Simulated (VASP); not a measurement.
A run of VASP 6.6.1 is set up as follows.

Contents of INCAR:

```
SYSTEM = AlNi3
PREC = Accurate
ENCUT = 600
EDIFF = 1E-6
ISMEAR = 0
SIGMA = 0.1
LREAL = .False.
LASPH = .True.
NELM = 60
ALGO = Normal
ISIF = 3
LWAVE = .False.
LCHARG = .False.
GGA = PS
IBRION = 2
NSW = 80
EDIFFG = -0.01
```

KPOINTS

```
regular mesh
0
Gamma
  4 4 4
  0 0 0
```

The input POSCAR:

```
AlNi3
1.0
    0.0000000000      2.8018887551      2.8018887551
    2.8018887551      0.0000000000      2.8018887551
    2.8018887551      2.8018887551      0.0000000000
Al Ni
1 3
Direct
    0.5000000000      0.5000000000      0.5000000000
    0.2500000000      0.2500000000      0.2500000000
    0.0000000000      0.0000000000      0.0000000000
    0.7500000000      0.7500000000      0.7500000000
```

Potentials or basis: VASP PAW PBE potentials, release 64 (Al, Ni).

Command:

```bash
$ cat potpaw_PBE.64/Al/POTCAR potpaw_PBE.64/Ni/POTCAR > POTCAR
$ mpirun -np 1 vasp_std > vasp.out
```

Question: What does it give for the relaxed cell?

Answer: a = 3.957 Å, b = 3.957 Å, c = 3.957 Å, α = 60.00°, β = 60.00°, γ = 60.00°.

Question: Predict the relaxed volume.

Answer: 10.95 Å³/atom.

Question: Estimate the space group after relaxing (to 0.05 Å).

Answer: Fm-3m (No. 225).

Step by step:
```csv
step,energy change (eV),largest force (eV/Å),pressure (GPa),volume (Å³)
1,0.0000,0.0000,-0.66,43.99
2,-0.0002,0.0000,0.52,43.70
3,-0.0004,0.0000,0.09,43.81
```

Caveat: the k points lie up to 0.49 Å⁻¹ apart in the final cell; the PAW data sets were made with another functional, which shifts forces and pressure a little. Spin polarisation is off, so any magnetic state and its effect on volume and gap are missing.
